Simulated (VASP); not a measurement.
# BAs (a.bA) (F-43m) in VASP: single point with PBEsol

Aim: the single point of BAs (a.bA) with PBEsol.

Everything below comes from runs of VASP 6.6.1. Logs are shortened: lines on timing, memory, paths and dates and some standing lists are left out, and cuts for length are marked.

## 1. The cell of the first run

It takes space group F-43m (No. 216, cubic). The conventional cell has a = 4.770 Å, b = 4.770 Å, c = 4.770 Å, α = 90.00°, β = 90.00°, γ = 90.00°. Within 2.7 Å of B (site symmetry -43m) lie 4 As at 2.07 Å. Within 2.7 Å of As (site symmetry -43m) lie 4 B at 2.07 Å.

## 2. Single point, PBEsol

Contents of INCAR:

```
SYSTEM = BAs
PREC = Accurate
ENCUT = 500
EDIFF = 1E-6
ISMEAR = 0
SIGMA = 0.1
LREAL = .FALSE.
LASPH = .TRUE.
NELM = 120
ALGO = Normal
ISIF = 2
LWAVE = .FALSE.
LCHARG = .FALSE.
GGA = PS
NBANDS = 11
GGA_COMPAT = .FALSE.
```

Contents of KPOINTS:

```
Automatic mesh
0
G
  6 6 6
  0 0 0
```

Contents of POSCAR:

```
BAs
1.0
    0.0000000000      2.3850000000      2.3850000000
    2.3850000000      0.0000000000      2.3850000000
    2.3850000000      2.3850000000      0.0000000000
B As
1 1
Direct
    0.0000000000      0.0000000000      0.0000000000
    0.2500000000      0.2500000000      0.2500000000
```

Potentials or basis: VASP PAW PBE potentials, release 64 (B, As).

Run with:

```
> cat potpaw_PBE.64/B/POTCAR potpaw_PBE.64/As/POTCAR > POTCAR
> mpirun -np 1 vasp_std > vasp.out
```

OUTCAR:

```text
SYSTEM = BAs
   PREC = Accurate
   ENCUT = 500
   EDIFF = 1E-6
   ISMEAR = 0
   LREAL = .FALSE.
   LASPH = .TRUE.
   NELM = 120
   ISIF = 2
   GGA = PS

 ion  position               nearest neighbor table
   1  0.000  0.000  0.000-   2 2.07   2 2.07   2 2.07   2 2.07
   2  0.250  0.250  0.250-   1 2.07   1 2.07   1 2.07   1 2.07

  LATTYP: Found a face centered cubic cell.
 ALAT       =     4.7700000000

  Lattice vectors:

 A1 = (   0.0000000000,   2.3850000000,   2.3850000000)
 A2 = (   2.3850000000,   0.0000000000,   2.3850000000)
 A3 = (   2.3850000000,   2.3850000000,   0.0000000000)

Analysis of symmetry for initial positions (statically):
=====================================================================
 Subroutine PRICEL returns:
 Original cell was already a primitive cell.

 Routine SETGRP: Setting up the symmetry group for a
 face centered cubic supercell.

 Subroutine GETGRP returns: Found 24 space group operations
 (whereof 24 operations were pure point group operations)
 out of a pool of 48 trial point group operations.

The static configuration has the point symmetry T_d .

Analysis of symmetry for dynamics (positions and initial velocities):
=====================================================================
 Subroutine PRICEL returns:
 Original cell was already a primitive cell.

 Routine SETGRP: Setting up the symmetry group for a
 face centered cubic supercell.

 Subroutine GETGRP returns: Found 24 space group operations
 (whereof 24 operations were pure point group operations)
 out of a pool of 48 trial point group operations.

The dynamic configuration has the point symmetry T_d .

 Subroutine INISYM returns: Found 24 space group operations
 (whereof 24 operations are pure point group operations),
 and found     1 'primitive' translations

----------------------------------------------------------------------------------------

                                     Primitive cell

  volume of cell :      27.1328

  direct lattice vectors                    reciprocal lattice vectors
     0.000000000  2.385000000  2.385000000    -0.209643606  0.209643606  0.209643606
     2.385000000  0.000000000  2.385000000     0.209643606 -0.209643606  0.209643606
     2.385000000  2.385000000  0.000000000     0.209643606  0.209643606 -0.209643606

  length of vectors
     3.372899346  3.372899346  3.372899346     0.363113377  0.363113377  0.363113377

  position of ions in fractional coordinates (direct lattice)
     0.000000000  0.000000000  0.000000000
     0.250000000  0.250000000  0.250000000

  ion indices of the primitive-cell ions
   primitive index   ion index
                 1           1
                 2           2

----------------------------------------------------------------------------------------

 KPOINTS: Automatic mesh

Automatic generation of k-mesh.
 Grid dimensions read from file:
 generate k-points for:    6    6    6

 Generating k-lattice:

  Cartesian coordinates                     Fractional coordinates (reciprocal lattice)
    -0.034940601  0.034940601  0.034940601     0.166666667  0.000000000  0.000000000
     0.034940601 -0.034940601  0.034940601     0.000000000  0.166666667  0.000000000
     0.034940601  0.034940601 -0.034940601     0.000000000  0.000000000  0.166666667

  Length of vectors
     0.060518896  0.060518896  0.060518896

  Shift w.r.t. Gamma in fractional coordinates (k-lattice)
     0.000000000  0.000000000  0.000000000

 Subroutine IBZKPT returns following result:
 ===========================================

 Found     16 irreducible k-points:

 Following reciprocal coordinates:
            Coordinates               Weight
  0.000000  0.000000  0.000000      1.000000
  0.166667  0.000000  0.000000      8.000000
  0.333333  0.000000  0.000000      8.000000
  0.500000  0.000000  0.000000      4.000000
  0.166667  0.166667  0.000000      6.000000
  0.333333  0.166667  0.000000     24.000000
[... 8 lines left out ...]
 -0.333333  0.333333  0.166667     24.000000
 -0.333333  0.500000  0.166667     12.000000
   k-points           NKPTS =     16   k-points in BZ     NKDIM =     16   number of bands    NBANDS=     11
   number of dos      NEDOS =    301   number of ions     NIONS =      2
   total plane-waves  NPLWV =  21952
   dimension x,y,z NGX =    28 NGY =   28 NGZ =   28
   dimension x,y,z NGXF=    56 NGYF=   56 NGZF=   56
   ions per type =               1   1
   NGX,Y,Z   is equivalent  to a cutoff of  13.80, 13.80, 13.80 a.u.
   NGXF,Y,Z  is equivalent  to a cutoff of  27.60, 27.60, 27.60 a.u.
 SYSTEM =  BAs
   PREC   = accura    normal or accurate (medium, high low for compatibility)
   ISTART =      0    job   : 0-new  1-cont  2-samecut
   ICHARG =      2    charge: 1-file 2-atom 10-const
   ISPIN  =      1    spin polarized calculation?
   LNONCOLLINEAR =      F non collinear calculations
   LSORBIT =      F    spin-orbit coupling
   LASPH  =      T    aspherical Exc in radial PAW
   ENCUT  =  500.0 eV  36.75 Ry    6.06 a.u.   6.15  6.15  6.15*2*pi/ulx,y,z
   NELM   =    120;   NELMIN=  2; NELMDL= -5     # of ELM steps
   EDIFF  = 0.1E-05   stopping-criterion for ELM
   LREAL  =      F    real-space projection
   EDIFFG = 0.1E-04   stopping-criterion for IOM
   NSW    =      0    number of steps for IOM
   IBRION =     -1    ionic relax: 0-MD 1-quasi-New 2-CG
   NFREE  =      0    steps in history (QN), initial steepest desc. (CG)
   ISIF   =      2    stress and relaxation
   ISYM   =      2    0-nonsym 1-usesym 2-fastsym
   POTIM  = 0.5000    time-step for ionic-motion
   TEBEG  =    0.0;   TEEND  =   0.0 temperature during run
   PSTRESS=    0.0 pullay stress
   NELECT =       8.0000    total number of electrons
   NUPDOWN=      -1.0000    fix difference up-down
   EMIN   =  10.00;   EMAX   =-10.00  energy-range for DOS
   EFERMI =   0.00;   METHOD = LEGACY
   ISMEAR =     0;   SIGMA  =   0.10  broadening in eV -4-tet -1-fermi 0-gaus
   EFERMI_NEDOS =   21; number of points for ismear=-14 and -15
   IALGO  =     38    algorithm
   IMIX   =      4    mixing-type and parameters
     AMIX     =   0.40;   BMIX     =  1.00
     AMIX_MAG =   1.60;   BMIX_MAG =  1.00
  volume/ion in A,a.u.               =      13.57        91.55
  Fermi-wavevector in a.u.,A,eV,Ry     =   1.089615  2.059074 16.153667  1.187261
  Thomas-Fermi vector in A             =   2.225822
   LORBIT       =      0    0 simple, 1 ext, 2 COOP (PROOUT), +10 PAW based schemes
   GGA     = PS    functional components
   LHFCALC =     F    Hartree Fock is set to
   AEXX    =    0.0000 exact exchange contribution
   IVDW    =     0    specifies the selected vdW correction
   LEPSILON=     F    determine dielectric tensor
   LRPA    =     F    only Hartree local field effects (RPA)
 non-spin polarized calculation
 Gauss-broadening in eV      SIGMA  =   0.10
  energy-cutoff  :      500.00
  volume of cell :       27.13
 maximum number of plane-waves:       701
 NGX is ok and might be reduce to    28
   NGX = 13   NGY = 13   NGZ = 13

 number of electron       8.0000000 magnetization

 Free energy of the ion-electron system (eV)
  ---------------------------------------------------
  ext. energy  EPLUGINS =         0.00000000
  ---------------------------------------------------
  free energy    TOTEN  =       -12.18360206 eV

  energy without entropy =      -12.18360206  energy(sigma->0) =      -12.18360206

 E-fermi :   6.5170     XC(G=0): -10.7471

 val. band max:        6.0990873462   @ k =   0.0000   0.0000   0.0000
 cond. band min:       7.2754027219   @ k =   0.3333   0.3333   0.0000
 fundamental gap:      1.1763153757
 Fermi energy:         6.5170210835

 k-point     1 :       0.0000    0.0000    0.0000
  band No.  band energies     occupation
      1      -9.3805      2.00000
      2       6.0991      2.00000
      3       6.0991      2.00000
      4       6.0991      2.00000
      5       9.3415      0.00000
      6       9.3415      0.00000
      7       9.3415      0.00000
      8      10.8368      0.00000
      9      15.4642      0.00000
     10      19.0438      0.00000
     11      19.0438      0.00000

 k-point     2 :       0.1667    0.0000    0.0000
  band No.  band energies     occupation
      1      -8.9246      2.00000
      2       3.1143      2.00000
      3       5.4080      2.00000
      4       5.4080      2.00000
      5       9.3791      0.00000
      6      10.2372      0.00000
      7      10.2372      0.00000
      8      12.7640      0.00000
      9      16.9150      0.00000
     10      17.3164      0.00000
     11      17.3164      0.00000

 k-point     3 :       0.3333    0.0000    0.0000
  band No.  band energies     occupation
      1      -7.6482      2.00000
      2      -0.6987      2.00000
      3       4.5681      2.00000
      4       4.5681      2.00000
      5       8.9461      0.00000
      6      10.8881      0.00000
      7      10.8881      0.00000
      8      14.6955      0.00000
      9      17.4362      0.00000
     10      18.0641      0.00000
     11      18.0641      0.00000

 k-point     4 :       0.5000    0.0000    0.0000
  band No.  band energies     occupation
      1      -6.4793      2.00000
      2      -2.7687      2.00000
      3       4.2614      2.00000
      4       4.2614      2.00000
      5       8.7775      0.00000
      6      10.8271      0.00000
      7      10.8271      0.00000
      8      14.8098      0.00000
      9      18.6861      0.00000
     10      20.6269      0.00000
     11      20.6269      0.00000
[... 127 lines left out ...]
 k-point    14 :       0.5000    0.3333    0.1667
  band No.  band energies     occupation
      1      -6.5592      2.00000
      2      -0.6790      2.00000
      3       1.1556      2.00000
      4       2.8365      2.00000
      5       9.8190      0.00000
      6      11.2100      0.00000
      7      11.9254      0.00000
      8      15.1444      0.00000
      9      17.4926      0.00000
     10      19.7735      0.00000
     11      22.1275      0.00000

 k-point    15 :      -0.3333    0.3333    0.1667
  band No.  band energies     occupation
      1      -5.5192      2.00000
      2      -1.9883      2.00000
      3       0.6140      2.00000
      4       2.1755      2.00000
      5      10.3598      0.00000
      6      11.2843      0.00000
      7      13.5297      0.00000
      8      14.9547      0.00000
      9      16.2948      0.00000
     10      20.5205      0.00000
     11      22.3342      0.00000

 k-point    16 :      -0.3333    0.5000    0.1667
  band No.  band energies     occupation
      1      -5.0389      2.00000
      2      -2.1235      2.00000
      3       0.8679      2.00000
      4       1.0622      2.00000
      5       9.7962      0.00000
      6      10.0007      0.00000
      7      14.7372      0.00000
      8      14.9434      0.00000
      9      18.3909      0.00000
     10      21.7370      0.00000
     11      21.8852      0.00000

------------------------ aborting loop because EDIFF is reached ----------------------------------------

  FORCE on cell =-STRESS in cart. coord.  units (eV):
  Direction    XX          YY          ZZ          XY          YZ          ZX
  --------------------------------------------------------------------------------------
  -------------------------------------------------------------------------------------
  Total        0.1231122      0.1231122      0.1231122     -0.0000000      0.0000000     -0.0000000
  in kB        7.2697000      7.2697000      7.2697000     -0.0000000      0.0000000     -0.0000000
  external PRESSURE =       7.2697000 kB  Pullay stress =       0.0000000 kB

 VOLUME and BASIS-vectors are now :
 -----------------------------------------------------------------------------
  energy-cutoff  :      500.00
  volume of cell :       27.13
      direct lattice vectors                 reciprocal lattice vectors
     0.000000000  2.385000000  2.385000000    -0.209643606  0.209643606  0.209643606
     2.385000000  0.000000000  2.385000000     0.209643606 -0.209643606  0.209643606
     2.385000000  2.385000000  0.000000000     0.209643606  0.209643606 -0.209643606

 POSITION                                       TOTAL-FORCE (eV/Angst)
 -----------------------------------------------------------------------------------
      0.00000      0.00000      0.00000         0.000000      0.000000      0.000000
      1.19250      1.19250      1.19250        -0.000000     -0.000000     -0.000000
 -----------------------------------------------------------------------------------
    total drift:                               -0.000000     -0.000000     -0.000000

  FREE ENERGIE OF THE ION-ELECTRON SYSTEM (eV)
  ---------------------------------------------------
  free  energy   TOTEN  =       -12.1836020574 eV

  energy  without entropy=      -12.1836020574  energy(sigma->0) =      -12.18360206
```

It used 9.6 s of CPU time on 1 thread of AMD EPYC 7R13 Processor (Zen 3) (shared host).

What came out:

- Free energy: -12.1836 eV
- Pressure: 0.7 GPa
- Band gap on the k mesh: 1.18 eV, indirect (least direct gap 3.24 eV)

Levels at points of the mesh, in eV from the valence-band top:
```tsv
k point	band 1	band 2	band 3	band 4	band 5	band 6	band 7	band 8	band 9
(0.00, 0.00, 0.00)	-15.48	0.00	0.00	0.00	3.24	3.24	3.24	4.74	9.37
(0.50, 0.00, 0.00)	-12.58	-8.87	-1.84	-1.84	2.68	4.73	4.73	8.71	12.59
(0.50, 0.50, 0.00)	-11.26	-8.56	-4.13	-4.13	1.30	1.33	11.39	11.39	12.82
```

Caveat: the PAW data sets were made with another functional, which shifts forces and pressure a little.
